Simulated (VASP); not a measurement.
Here is a VASP 6.6.1 calculation.

INCAR

```
PREC = Accurate ; ENCUT = 520
EDIFF = 1E-6 ; ISMEAR = 0
SIGMA = 0.05 ; LREAL = F
LASPH = T ; NELM = 60
ALGO = Normal ; ISIF = 2
LWAVE = F ; LCHARG = F
GGA = RE ; IVDW = 13
NBANDS = 15
```

File KPOINTS:

```
Automatic mesh
0
Gamma
  8 8 8
```

File POSCAR:

```
ZrC
1.0
    0.0000000000      2.3713365220      2.3713365220
    2.3713365220      0.0000000000      2.3713365220
    2.3713365220      2.3713365220      0.0000000000
Zr C
1 1
Direct
    0.5000000000      0.5000000000      0.5000000000
    0.0000000000      0.0000000000      0.0000000000
```

Potentials or basis: VASP PAW PBE potentials, release 64 (Zr_sv, C).

Launch:

```sh
$ cat potpaw_PBE.64/Zr_sv/POTCAR potpaw_PBE.64/C/POTCAR > POTCAR
$ mpirun -np 1 vasp_std > vasp.out
```

(1) Estimate the pressure.

(2) What does it give for the dispersion energy per atom?

(3) Predict the band gap on the k mesh.

Answers

(1) -8.0 GPa.

(2) -0.409 eV.

(3) zero (band 8 reaches 10.31 eV, above the bottom of band 9 at 9.01 eV).

Caveat: the PAW data sets were made with another functional, which shifts forces and pressure a little; pairwise dispersion overbinds metals, which lowers pressure and volume.
